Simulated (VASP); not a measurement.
Here is a VASP 6.6.1 calculation.

Contents of INCAR:

```
PREC = Accurate ; ENCUT = 520
EDIFF = 1E-6 ; ISMEAR = 0
SIGMA = 0.1 ; LREAL = F
LASPH = T ; NELM = 100
ALGO = Normal ; ISIF = 2
LWAVE = F ; LCHARG = F
LDIPOL = T ; IDIPOL = 3
DIPOL = 0.5 0.5 0.351 ; GGA = PE
NBANDS = 53
```

The input KPOINTS:

```
regular mesh
0
Gamma
  10 6 1
```

Contents of POSCAR:

```
SiRu6
1.0
    2.7197977462      0.0000000000      0.0000000000
    0.0000000000      4.2966597640      0.0000000000
    0.0000000000      0.0000000000     20.8383397414
Ru Si
6 1
Direct
    0.0000000000      0.7500000000      0.1919538720
    0.5000000000      0.2500000000      0.2296314409
    0.5000000000      0.7500000000      0.3049865786
    0.0000000000      0.2500000000      0.3407382302
    0.0000000000      0.7500000000      0.4168575075
    0.5000000000      0.2500000000      0.4481326179
    1.0000000000      0.5500000000      0.5256370218
```

Potentials or basis: VASP PAW PBE potentials, release 64 (Ru_pv, Si).

Launch:

```console
$ cat potpaw_PBE.64/Ru_pv/POTCAR potpaw_PBE.64/Si/POTCAR > POTCAR
$ mpirun -np 1 vasp_std > vasp.out
```

**Question.** What does it give for the band gap on the k mesh?

**Answer.** Zero (band 44 reaches 2.52 eV, above the bottom of band 45 at 1.35 eV).

**Question.** Estimate the largest force.

**Answer.** 1.523 eV/Å.

Forces on the atoms (eV/Å):
```
Ru   0.000  0.089  0.863
Ru   0.000 -0.126 -0.488
Ru   0.000 -0.095 -0.459
Ru   0.000  0.247 -0.704
Ru   0.000  0.349 -0.616
Ru   0.000 -0.605  1.397
Si   0.000  0.142  0.008
```
